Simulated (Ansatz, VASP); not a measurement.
## Be2S: VASP beside Ansatz

The input POSCAR:

```
Be2S
1.0
    3.1575700000      0.0000000000      0.0000000000
    0.0000000000      3.1575700000      0.0000000000
    0.0000000000      0.0000000000      3.9403700000
Be S
2 1
Direct
    0.0000000000      0.5000000000      0.1685400000
    0.5000000000      0.0000000000      0.8314600000
    0.5000000000      0.5000000000      0.5000000000
```

The input INCAR.step1:

```
PREC     = Accurate       # precision mode
ENCUT    = 520            # plane-wave cutoff, eV
EDIFF    = 1E-5           # SCF threshold, eV
ISMEAR   = -1             # smearing method
SIGMA    = 0.05           # smearing width, eV
LREAL    = F              # projectors in reciprocal space
LASPH    = T              # aspherical terms in the spheres
NELM     = 100            # most SCF steps
ALGO     = Normal         # electronic algorithm
ISIF     = 2              # what is computed and relaxed
LWAVE    = T              # write WAVECAR
LCHARG   = F              # write CHGCAR
NBANDS   = 12             # bands
GGA      = PE             # functional
```

INCAR.step2

```
PREC     = Accurate       # precision mode
ENCUT    = 520            # plane-wave cutoff, eV
EDIFF    = 1E-7           # SCF threshold, eV
ISMEAR   = -1             # smearing method
SIGMA    = 0.05           # smearing width, eV
LREAL    = F              # projectors in reciprocal space
LASPH    = T              # aspherical terms in the spheres
NELM     = 100            # most SCF steps
ALGO     = Normal         # electronic algorithm
ISIF     = 2              # what is computed and relaxed
LWAVE    = F              # write WAVECAR
LCHARG   = F              # write CHGCAR
GGA      = PE             # functional
LHFCALC  = T              # exact exchange
AEXX     = 0.25           # exact-exchange fraction
HFSCREEN = 0.4            # screening, 1/A
PRECFOCK = Normal       
NBANDS   = 12             # bands
ISTART   = 1
```

Contents of KPOINTS:

```
Automatic mesh
0
Gamma
  4 4 4
```

The input input:

```
crystal:
  lattice:
    - [3.15757, 0.0, 0.0]
    - [0.0, 3.15757, 0.0]
    - [0.0, 0.0, 3.94037]
  atoms:
    - { symbol: Be, position: [0.0, 0.5, 0.16854] }
    - { symbol: Be, position: [0.5, 0.0, 0.83146] }
    - { symbol: S, position: [0.5, 0.5, 0.5] }
hamiltonian:
  xc: { exchange: pbe, correlation: pbe, exx: { coeff: 0.25, omega: 0.4 } }
  pseudopotentials: { kind: paw }
kpoints:
  mp_grid: { grid: [4, 4, 4] }
scf:
  occupations: { method: fermi_dirac, width: 0.05 }
output:
  forces: true
  stress: true
  eigenvalues: true
```

Alike in both runs: task single point; functional PBE-based screened hybrid; k mesh 4 × 4 × 4; occupations fermi-dirac, width 0.05 eV; no spin polarisation.

|  | VASP | Ansatz |
| --- | --- | --- |
| version | VASP 6.6.1 | Ansatz 0.2.0 |
| potentials or method | VASP PAW PBE potentials, release 64 (Be, S) | Ansatz PAW |
| plane-wave cutoff (eV) | 520 | 420 |
| valence electrons in the cell | 10 | 10 |

VASP gave:

* gap on the k mesh at the Fermi level (eV): none
* pressure (GPa): -0.6
* traceless stress, the component that is largest in VASP (GPa): -1.23
* rms of the force components (eV/Å): 0.086

Task: Estimate Ansatz's values.

Result: gap on the k mesh at the Fermi level (eV): none; pressure (GPa): -0.5; traceless stress, the component that is largest in VASP (GPa): -1.26; rms of the force components (eV/Å): 0.088.

VASP's potentials were made for PBE, not for PBE-based screened hybrid. Atom by atom the forces differ by 0.003 eV/Å (rms over components). A gap of «none» marks a metal or a gap that the smearing closes. With one functional, cell and mesh, what is left measures potentials, basis and numerics.

The k mesh is coarse, so the values compare programs but aren't converged.
